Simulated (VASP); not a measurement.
# Cu (P6_3/mmc) in VASP: further runs

Runs on Cu. Level: PBEsol. Tasks: single point.

Everything below comes from runs of VASP 6.6.1. Logs are shortened: lines on timing, memory, paths and dates and some standing lists are left out, and cuts for length are marked.

## (1) The cell of the first run

The structure is hexagonal, space group P6_3/mmc (No. 194). The conventional cell has a = 2.521 Å, b = 2.521 Å, c = 4.117 Å, α = 90.00°, β = 90.00°, γ = 120.00°. Cu (site symmetry -6m2) has 12 Cu at 2.52 Å within 3.3 Å.

This isn't the form of Cu at room conditions, which is fcc.

## (2) Single point, PBEsol

Input file INCAR:

```
SYSTEM = Cu
PREC = Accurate
ENCUT = 820
EDIFF = 1E-6
ISMEAR = 0
SIGMA = 0.1
LREAL = .FALSE.
LASPH = .TRUE.
NELM = 120
ALGO = Normal
ISIF = 2
LWAVE = .FALSE.
LCHARG = .FALSE.
GGA = PS
NBANDS = 26
GGA_COMPAT = .FALSE.
```

Input file KPOINTS:

```
regular mesh
0
G
  18 18 10
  0 0 0
```

Input file POSCAR:

```
Cu
1.0
    2.5205910253      0.0000000000      0.0000000000
   -1.2602955127      2.1828958605      0.0000000000
    0.0000000000      0.0000000000      4.1165232668
Cu
2
Direct
    0.3333333333      0.6666666667      0.2500000000
    0.6666666667      0.3333333333      0.7500000000
```

Potentials or basis: VASP PAW PBE potentials, release 64 (Cu_sv_GW).

The run is started by

```console
$ cat potpaw_PBE.64/Cu_sv_GW/POTCAR > POTCAR
$ mpirun -np 1 vasp_std > vasp.out
```

OUTCAR:

```text
SYSTEM = Cu
   PREC = Accurate
   ENCUT = 820
   EDIFF = 1E-6
   ISMEAR = 0
   LREAL = .FALSE.
   LASPH = .TRUE.
   NELM = 120
   ISIF = 2
   GGA = PS

 ion  position               nearest neighbor table
   1  0.333  0.667  0.250-   2 2.52   2 2.52   2 2.52   2 2.52   2 2.52   2 2.52
   2  0.667  0.333  0.750-   1 2.52   1 2.52   1 2.52   1 2.52   1 2.52   1 2.52

  LATTYP: Found a hexagonal cell.
 ALAT       =     2.5205910253
 C/A-ratio  =     1.6331579481

  Lattice vectors:

 A1 = (   2.5205910253,   0.0000000000,   0.0000000000)
 A2 = (  -1.2602955127,   2.1828958605,   0.0000000000)
 A3 = (   0.0000000000,   0.0000000000,   4.1165232668)

Analysis of symmetry for initial positions (statically):
=====================================================================
 Subroutine PRICEL returns:
 Original cell was already a primitive cell.

 Routine SETGRP: Setting up the symmetry group for a
 hexagonal supercell.

 Subroutine GETGRP returns: Found 24 space group operations
 (whereof 12 operations were pure point group operations)
 out of a pool of 24 trial point group operations.

The static configuration has the point symmetry D_3d.
 The point group associated with its full space group is D_6h.

Analysis of symmetry for dynamics (positions and initial velocities):
=====================================================================
 Subroutine PRICEL returns:
 Original cell was already a primitive cell.

 Routine SETGRP: Setting up the symmetry group for a
 hexagonal supercell.

 Subroutine GETGRP returns: Found 24 space group operations
 (whereof 12 operations were pure point group operations)
 out of a pool of 24 trial point group operations.

The dynamic configuration has the point symmetry D_3d.
 The point group associated with its full space group is D_6h.

 Subroutine INISYM returns: Found 24 space group operations
 (whereof 12 operations are pure point group operations),
 and found     1 'primitive' translations

----------------------------------------------------------------------------------------

                                     Primitive cell

  volume of cell :      22.6499

  direct lattice vectors                    reciprocal lattice vectors
     2.520591025  0.000000000  0.000000000     0.396732350  0.229053529  0.000000000
    -1.260295513  2.182895860  0.000000000     0.000000000  0.458107058  0.000000000
     0.000000000  0.000000000  4.116523267     0.000000000  0.000000000  0.242923442

  length of vectors
     2.520591025  2.520591025  4.116523267     0.458107058  0.458107058  0.242923442

  position of ions in fractional coordinates (direct lattice)
     0.333333333  0.666666667  0.250000000
     0.666666667  0.333333333  0.750000000

  ion indices of the primitive-cell ions
   primitive index   ion index
                 1           1
                 2           2

----------------------------------------------------------------------------------------

 KPOINTS: regular mesh

Automatic generation of k-mesh.
 Grid dimensions read from file:
 generate k-points for:   18   18   10

 Generating k-lattice:

  Cartesian coordinates                     Fractional coordinates (reciprocal lattice)
     0.022040686  0.012725196  0.000000000     0.055555556  0.000000000  0.000000000
     0.000000000  0.025450392  0.000000000     0.000000000  0.055555556  0.000000000
     0.000000000  0.000000000  0.024292344     0.000000000  0.000000000  0.100000000

  Length of vectors
     0.025450392  0.025450392  0.024292344

  Shift w.r.t. Gamma in fractional coordinates (k-lattice)
     0.000000000  0.000000000  0.000000000

 Subroutine IBZKPT returns following result:
 ===========================================

 Found    222 irreducible k-points:

 Following reciprocal coordinates:
            Coordinates               Weight
  0.000000  0.000000  0.000000      1.000000
  0.055556 -0.000000  0.000000      6.000000
  0.111111 -0.000000  0.000000      6.000000
  0.166667  0.000000  0.000000      6.000000
  0.222222 -0.000000  0.000000      6.000000
  0.277778  0.000000  0.000000      6.000000
[... 16 lines left out ...]
  0.333333  0.111111  0.000000     12.000000
  0.388889  0.111111  0.000000     12.000000
 [... further k-points ...]
   k-points           NKPTS =    222   k-points in BZ     NKDIM =    222   number of bands    NBANDS=     26
   number of dos      NEDOS =    301   number of ions     NIONS =      2
   total plane-waves  NPLWV =  23040
   dimension x,y,z NGX =    24 NGY =   24 NGZ =   40
   dimension x,y,z NGXF=    48 NGYF=   48 NGZF=   80
   ions per type =               2
   NGX,Y,Z   is equivalent  to a cutoff of  15.83, 15.83, 16.15 a.u.
   NGXF,Y,Z  is equivalent  to a cutoff of  31.66, 31.66, 32.31 a.u.
 SYSTEM =  Cu
   PREC   = accura    normal or accurate (medium, high low for compatibility)
   ISTART =      0    job   : 0-new  1-cont  2-samecut
   ICHARG =      2    charge: 1-file 2-atom 10-const
   ISPIN  =      1    spin polarized calculation?
   LNONCOLLINEAR =      F non collinear calculations
   LSORBIT =      F    spin-orbit coupling
   LASPH  =      T    aspherical Exc in radial PAW
   ENCUT  =  820.0 eV  60.27 Ry    7.76 a.u.   5.89  5.89  9.61*2*pi/ulx,y,z
   NELM   =    120;   NELMIN=  2; NELMDL= -5     # of ELM steps
   EDIFF  = 0.1E-05   stopping-criterion for ELM
   LREAL  =      F    real-space projection
   EDIFFG = 0.1E-04   stopping-criterion for IOM
   NSW    =      0    number of steps for IOM
   IBRION =     -1    ionic relax: 0-MD 1-quasi-New 2-CG
   NFREE  =      0    steps in history (QN), initial steepest desc. (CG)
   ISIF   =      2    stress and relaxation
   ISYM   =      2    0-nonsym 1-usesym 2-fastsym
   POTIM  = 0.5000    time-step for ionic-motion
   TEBEG  =    0.0;   TEEND  =   0.0 temperature during run
   PSTRESS=    0.0 pullay stress
   NELECT =      38.0000    total number of electrons
   NUPDOWN=      -1.0000    fix difference up-down
   EMIN   =  10.00;   EMAX   =-10.00  energy-range for DOS
   EFERMI =   0.00;   METHOD = LEGACY
   ISMEAR =     0;   SIGMA  =   0.10  broadening in eV -4-tet -1-fermi 0-gaus
   EFERMI_NEDOS =   21; number of points for ismear=-14 and -15
   IALGO  =     38    algorithm
   IMIX   =      4    mixing-type and parameters
     AMIX     =   0.40;   BMIX     =  1.00
     AMIX_MAG =   1.60;   BMIX_MAG =  1.00
  volume/ion in A,a.u.               =      11.32        76.42
  Fermi-wavevector in a.u.,A,eV,Ry     =   1.945274  3.676034 51.485664  3.784090
  Thomas-Fermi vector in A             =   2.974022
   LORBIT       =      0    0 simple, 1 ext, 2 COOP (PROOUT), +10 PAW based schemes
   GGA     = PS    functional components
   LHFCALC =     F    Hartree Fock is set to
   AEXX    =    0.0000 exact exchange contribution
   IVDW    =     0    specifies the selected vdW correction
   LEPSILON=     F    determine dielectric tensor
   LRPA    =     F    only Hartree local field effects (RPA)
 non-spin polarized calculation
 Gauss-broadening in eV      SIGMA  =   0.10
  energy-cutoff  :      820.00
  volume of cell :       22.65
 maximum number of plane-waves:      1222
 NGX is ok and might be reduce to    24
   NGX = 11   NGY = 11   NGZ = 19

 number of electron      38.0000011 magnetization

 Free energy of the ion-electron system (eV)
  ---------------------------------------------------
  ext. energy  EPLUGINS =         0.00000000
  ---------------------------------------------------
  free energy    TOTEN  =        -8.75436543 eV

  energy without entropy =       -8.74960769  energy(sigma->0) =       -8.75198656

 E-fermi :   7.8586     XC(G=0): -13.8231

 val. band max:        7.8498621885   @ k =   0.2778   0.1111   0.4000
 cond. band min:       7.8614602055   @ k =   0.2222   0.2222   0.5000
 fundamental gap:      0.0115980170
 Fermi energy:         7.8585692535

 k-point     1 :       0.0000    0.0000    0.0000
  band No.  band energies     occupation
      1    -104.4308      2.00000
      2    -104.4137      2.00000
      3     -62.0128      2.00000
      4     -61.9027      2.00000
      5     -61.9027      2.00000
      6     -61.8840      2.00000
[... 18 lines left out ...]
     25      31.8779      0.00000
     26      32.0292      0.00000

 k-point     2 :       0.0556   -0.0000    0.0000
  band No.  band energies     occupation
      1    -104.4304      2.00000
      2    -104.4136      2.00000
      3     -62.0116      2.00000
      4     -61.9057      2.00000
      5     -61.9038      2.00000
      6     -61.8865      2.00000
[... 18 lines left out ...]
     25      32.5893      0.00000
     26      33.0778      0.00000

 k-point     3 :       0.1111   -0.0000    0.0000
  band No.  band energies     occupation
      1    -104.4290      2.00000
      2    -104.4129      2.00000
      3     -62.0078      2.00000
      4     -61.9139      2.00000
      5     -61.9065      2.00000
      6     -61.8950      2.00000
[... 18 lines left out ...]
     25      32.3563      0.00000
     26      33.3705      0.00000

 k-point     4 :       0.1667    0.0000    0.0000
  band No.  band energies     occupation
      1    -104.4270      2.00000
      2    -104.4120      2.00000
      3     -62.0022      2.00000
      4     -61.9269      2.00000
      5     -61.9106      2.00000
      6     -61.9084      2.00000
[... 18 lines left out ...]
     25      30.0243      0.00000
     26      32.8181      0.00000
[... 496 lines left out ...]
      1    -104.4181      2.00000
      2    -104.4085      2.00000
      3     -61.9739      2.00000
      4     -61.9737      2.00000
      5     -61.9600      2.00000
      6     -61.9283      2.00000
[... 18 lines left out ...]
     25      24.2001      0.00000
     26      27.8388      0.00000

 k-point    23 :       0.3333    0.1111    0.0000
  band No.  band energies     occupation
      1    -104.4155      2.00000
      2    -104.4081      2.00000
      3     -61.9858      2.00000
      4     -61.9696      2.00000
      5     -61.9649      2.00000
      6     -61.9339      2.00000
[... 18 lines left out ...]
     25      22.1279      0.00000
     26      27.3336      0.00000

 k-point    24 :       0.3889    0.1111    0.0000
  band No.  band energies     occupation
      1    -104.4137      2.00000
      2    -104.4080      2.00000
      3     -61.9935      2.00000
      4     -61.9757      2.00000
      5     -61.9578      2.00000
      6     -61.9376      2.00000
[... 18 lines left out ...]
     25      20.4264      0.00000
     26      27.1140      0.00000

 [... further k-points ...]
[... 5 lines left out ...]
  --------------------------------------------------------------------------------------
  -------------------------------------------------------------------------------------
  Total       -0.2420847     -0.2420847     -0.2395003      0.0000000      0.0000000     -0.0000000
  in kB      -17.1242652    -17.1242652    -16.9414534      0.0000000      0.0000000     -0.0000000
  external PRESSURE =     -17.0633279 kB  Pullay stress =       0.0000000 kB

 VOLUME and BASIS-vectors are now :
 -----------------------------------------------------------------------------
  energy-cutoff  :      820.00
  volume of cell :       22.65
      direct lattice vectors                 reciprocal lattice vectors
     2.520591025  0.000000000  0.000000000     0.396732350  0.229053529  0.000000000
    -1.260295513  2.182895860  0.000000000     0.000000000  0.458107058  0.000000000
     0.000000000  0.000000000  4.116523267     0.000000000  0.000000000  0.242923442

 POSITION                                       TOTAL-FORCE (eV/Angst)
 -----------------------------------------------------------------------------------
     -0.00000      1.45526      1.02913        -0.000000     -0.000000      0.000000
      1.26030      0.72763      3.08739         0.000000      0.000000      0.000000
 -----------------------------------------------------------------------------------
    total drift:                               -0.000000      0.000000     -0.000000

  FREE ENERGIE OF THE ION-ELECTRON SYSTEM (eV)
  ---------------------------------------------------
  free  energy   TOTEN  =        -8.7543654298 eV

  energy  without entropy=       -8.7496076919  energy(sigma->0) =       -8.75198656
```

Run time: 85 s. Hardware: 1 thread of Intel Xeon 6975P-C (Granite Rapids), shared host; peak memory 0.36 GiB.

What came out:

| Quantity | Value |
| --- | --- |
| Free energy | -8.7544 eV |
| Pressure | -1.7 GPa |
| Band gap on the k mesh | zero (bands 19 and 20 overlap by 6.07 eV) |

Levels at points of the mesh, in eV from the Fermi level:
```tsv
k point	band 15	band 16	band 17	band 18	band 19	band 20	band 21	band 22	band 23	band 24
(0.00, 0.00, 0.00)	-2.78	-2.47	-2.47	-1.66	-1.66	-1.15	4.01	21.74	22.35	22.35
(0.50, 0.00, 0.00)	-2.75	-1.56	-1.51	-1.45	0.06	1.69	7.96	8.36	10.98	11.40
(0.00, 0.00, 0.50)	-3.05	-3.05	-1.90	-1.90	-1.90	-1.90	12.81	12.81	22.45	22.45
(0.50, 0.00, 0.50)	-1.87	-1.87	-1.49	-1.49	0.45	0.45	5.10	5.10	16.52	16.52
```

Caveat: the PAW data sets were made with another functional, which shifts forces and pressure a little.

## (3) Single point, PBEsol (biaxial strain in the a-b plane: -6.0 %, then relaxed in part)

Input file INCAR:

```
SYSTEM = Cu
ALGO = Normal ; EDIFF = 1E-6
ENCUT = 820 ; GGA = PS
GGA_COMPAT = .False. ; ISIF = 2
ISMEAR = 0 ; LASPH = .True.
LCHARG = .True. ; LELF = .True.
LREAL = .False. ; LVHAR = .True.
LWAVE = .False. ; NBANDS = 26
NELM = 120 ; PREC = Accurate
SIGMA = 0.1
```

Input file KPOINTS:

```
k-points
0
Gamma
  24 24 12
  0 0 0
```

Input file POSCAR:

```
Cu
1.0
    2.3693555637      0.0000000000      0.0000000000
   -1.1846777819      2.0519221088      0.0000000000
    0.0000000000      0.0000000000      4.3034916966
Cu
2
Direct
    0.3333333333      0.6666666667      0.2500000000
    0.6666666667      0.3333333333      0.7500000000
```

Potentials or basis: VASP PAW PBE potentials, release 64 (Cu_sv_GW).

The run is started by

```console
$ cat potpaw_PBE.64/Cu_sv_GW/POTCAR > POTCAR
$ mpirun -np 1 vasp_std > vasp.out
```

Wall time 5.5 min (1 thread of Intel Xeon Platinum 8488C (Sapphire Rapids), shared host); peak memory 0.52 GiB.

Results (log left out):

```yaml
Free_energy: -8.5513 eV
Pressure: 17.2 GPa
Band_gap_on_the_k_mesh: zero (bands 19 and 20 overlap by 7.00 eV)
```

Stress tensor (GPa, compression positive):
```
26.63  0.00  0.00
 0.00 26.63  0.00
 0.00  0.00 -1.66
```

Levels at points of the mesh, in eV from the Fermi level:
```csv
k point,band 16,band 17,band 18,band 19,band 20,band 21,band 22,band 23
"(0.00, 0.00, 0.00)",-2.48,-2.47,-2.47,-1.88,-1.88,2.85,21.19,23.81
"(0.50, 0.00, 0.00)",-1.86,-1.57,-1.51,0.13,2.08,7.80,8.06,10.87
"(0.00, 0.00, 0.50)",-3.42,-2.11,-2.11,-2.11,-2.11,10.63,10.63,24.48
"(0.50, 0.00, 0.50)",-2.13,-1.54,-1.54,0.37,0.37,5.80,5.80,16.63
```

Caveat: the cell differs from its parent crystal (biaxial strain in the a-b plane: -6.0 %, then relaxed in part); the stress differs along the axes, from -2 to 27 GPa; the PAW data sets were made with another functional, which shifts forces and pressure a little.
